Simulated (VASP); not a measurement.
# Li8HF7: single point with r2SCAN

Crystal: Li8HF7.

```
F H Li
1.0
     8.01741    0.00000    0.00000
     0.00000    8.01741    0.00000
     0.00000    0.00000    8.01741
F H Li
28 4 32
Cartesian
  2.0076 8.0170 0.0020
  2.0073 8.0150 4.0124
  2.0073 4.0092 0.0056
  2.0100 4.0116 4.0051
  6.0157 0.0003 4.0097
  6.0157 4.0076 0.0037
  6.0161 4.0102 4.0095
  0.0038 2.0058 8.0149
  0.0035 2.0071 4.0119
  0.0026 6.0159 0.0067
  8.0160 6.0167 4.0060
  4.0110 2.0064 8.0141
  4.0129 2.0064 4.0144
  4.0108 6.0105 0.0036
  4.0164 6.0117 4.0117
  0.0044 0.0002 2.0052
  0.0041 8.0164 6.0146
  0.0013 4.0102 2.0054
  4.0092 0.0014 2.0069
  4.0092 0.0001 6.0145
  4.0132 4.0067 2.0061
  4.0130 4.0112 6.0163
  2.0092 2.0024 2.0063
  2.0080 2.0062 6.0149
  2.0101 6.0139 2.0074
  6.0162 2.0041 2.0065
  6.0173 2.0054 6.0136
  6.0116 6.0140 2.0056
  6.0132 8.0172 8.0171
  0.0029 4.0234 6.0124
  2.0062 6.0093 6.0169
  6.0164 6.0172 6.0246
  0.0070 8.0165 0.0012
  0.0038 0.0016 4.0107
  0.0035 4.0128 0.0059
  0.0058 4.0127 4.0053
  4.0077 8.0118 8.0173
  4.0122 8.0120 4.0170
  4.0114 4.0163 8.0151
  4.0103 4.0161 4.0139
  2.0088 2.0069 8.0157
  2.0107 2.0013 4.0114
  2.0047 6.0107 0.0061
  2.0008 6.0137 4.0064
  6.0160 2.0169 8.0125
  6.0170 2.0081 4.0148
  6.0180 6.0021 0.0077
  6.0235 6.0135 4.0064
  2.0106 0.0000 2.0029
  2.0099 0.0088 6.0192
  2.0107 4.0090 2.0051
  2.0145 4.0036 6.0141
  6.0111 0.0031 2.0126
  6.0146 0.0074 6.0099
  6.0167 4.0052 2.0076
  6.0125 4.0048 6.0108
  0.0012 2.0005 2.0053
  0.0028 1.9978 6.0144
  0.0006 6.0177 2.0055
  8.0145 6.0277 6.0187
  4.0144 2.0058 2.0067
  4.0125 2.0050 6.0150
  4.0143 6.0126 2.0101
  4.0145 6.0136 6.0164
```

```yaml
Program: VASP 6.6.1
Task: single point
Functional: r2SCAN
Potentials_or_basis: VASP PAW PBE potentials, release 64 (F, H, Li_sv)
Cutoff: 520 eV
k_mesh: 1 × 1 × 1
Occupations: fermi-dirac, width 0.05 eV
Spin: no spin polarisation
Dipole_correction: no
Further_INCAR_settings: LREAL = Auto; ALGO = Normal; EDIFF = 1e-06; NBANDS = 186
```

```yaml
Largest_force: 0.069 eV/Å
Band_gap_on_the_k_mesh: 7.83 eV
```

Forces in eV/Å, atoms in the order of the input:
```
F    0.012  0.011  0.001
F    0.009  0.017  0.005
F    0.012 -0.005  0.001
F    0.007 -0.010  0.014
F    0.011  0.006  0.012
F    0.009 -0.007 -0.001
F    0.007 -0.007  0.005
F    0.010  0.001  0.012
F    0.008 -0.018  0.000
F    0.025 -0.006  0.026
F    0.023  0.006 -0.006
F    0.006  0.006  0.006
F    0.010 -0.005  0.010
F   -0.003  0.004  0.004
F    0.003  0.015  0.006
F    0.007  0.011  0.015
F    0.016  0.041 -0.010
F    0.008  0.000  0.007
F    0.017 -0.003  0.011
F    0.008  0.010 -0.004
F    0.011  0.012  0.005
F    0.014  0.000 -0.002
F   -0.004  0.007  0.003
F    0.002 -0.008  0.002
F   -0.003  0.002  0.005
F    0.015  0.010  0.010
F    0.008  0.006  0.002
F    0.029  0.000  0.019
H    0.018 -0.011 -0.013
H    0.005 -0.012  0.012
H   -0.006  0.001  0.000
H    0.031 -0.003 -0.004
Li   0.035  0.009 -0.021
Li  -0.028 -0.034 -0.022
Li  -0.016 -0.024  0.038
Li  -0.020 -0.021 -0.025
Li  -0.023  0.049  0.005
Li   0.000  0.024 -0.023
Li  -0.017 -0.049  0.038
Li   0.005 -0.035 -0.035
Li  -0.036 -0.031  0.043
Li  -0.036  0.048 -0.034
Li   0.002  0.040  0.042
Li   0.048 -0.013 -0.021
Li   0.010  0.018  0.036
Li  -0.021 -0.024 -0.042
Li   0.010 -0.025  0.050
Li  -0.022 -0.012 -0.044
Li  -0.040  0.004  0.032
Li   0.003  0.042 -0.013
Li  -0.047 -0.006 -0.007
Li   0.033 -0.022  0.004
Li   0.031 -0.032  0.027
Li  -0.010  0.036 -0.008
Li  -0.035  0.048 -0.034
Li  -0.031 -0.037  0.036
Li  -0.005  0.045 -0.013
Li  -0.031 -0.027 -0.007
Li  -0.001 -0.046 -0.023
Li   0.011  0.030  0.001
Li  -0.039 -0.025 -0.035
Li  -0.025 -0.014 -0.019
Li  -0.034  0.010 -0.047
Li   0.006  0.005 -0.034
```

Levels at points of the mesh, in eV from the valence-band top:
```
           k point  band 146  band 147  band 148  band 149  band 150  band 151
(0.00, 0.00, 0.00)     -0.74     -0.44      0.00      7.83      8.01      8.19
```

Wall time 15 min on 1 thread of Intel(R) Xeon(R) Platinum 8259CL CPU @ 2.50GHz (Skylake/Cascade Lake), with other jobs on the host, peak memory 0.55 GiB.

Caveat: the k points lie up to 0.78 Å⁻¹ apart; the PAW data sets were made with another functional, which shifts forces and pressure a little. A k mesh can miss the band edges.
